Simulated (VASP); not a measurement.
SiC: single point with LDA

The system is SiC.

```xyz
2
Lattice="2.1861 2.1861 0.0000 -2.1861 2.1861 0.0000 0.0000 2.1861 2.1490" Properties=species:S:1:pos:R:3 pbc="T T T"
Si    0.0000    0.0000    0.0000
C     1.0931    3.2792    1.0745
```

This cell differs from its parent crystal: film at in-plane strain +0.01.

```json
{"Program": "VASP 6.6.1", "Task": "single point", "Functional": "LDA", "Potentials or basis": "VASP PAW LDA potentials, release 64 (Si, C)", "Cutoff": "520 eV", "k mesh": "10 × 10 × 10", "Occupations": "gaussian, width 0.01 eV", "Spin": "no spin polarisation"}
```

- Pressure: -2.5 GPa
- Band gap on the k mesh: 1.12 eV, indirect (least direct gap 4.48 eV)

Stress tensor (GPa, compression positive):
```
-3.90  0.00  0.00
 0.00 -3.90  0.00
 0.00  0.00  0.39
```

Levels at points of the mesh, in eV from the valence-band top:
```csv
k point,band 1,band 2,band 3,band 4,band 5,band 6,band 7,band 8
"(0.00, 0.00, 0.00)",-15.45,-0.11,-0.11,0.00,6.30,7.14,7.18,7.18
"(0.50, 0.00, 0.00)",-11.80,-8.67,-1.23,-1.03,5.35,6.95,7.24,9.89
"(0.50, 0.50, 0.00)",-10.36,-7.98,-3.23,-3.21,1.28,4.24,13.59,14.12
"(0.00, 0.00, 0.50)",-10.22,-7.77,-3.41,-3.41,1.12,3.94,13.79,13.79
```

Run time: 6.1 s on 1 thread of Intel(R) Xeon(R) 6975P-C (Granite Rapids), on a shared host, peak memory 0.13 GiB.

Caveat: the cell differs from its parent crystal (film at in-plane strain +0.01). A k mesh can miss the band edges.
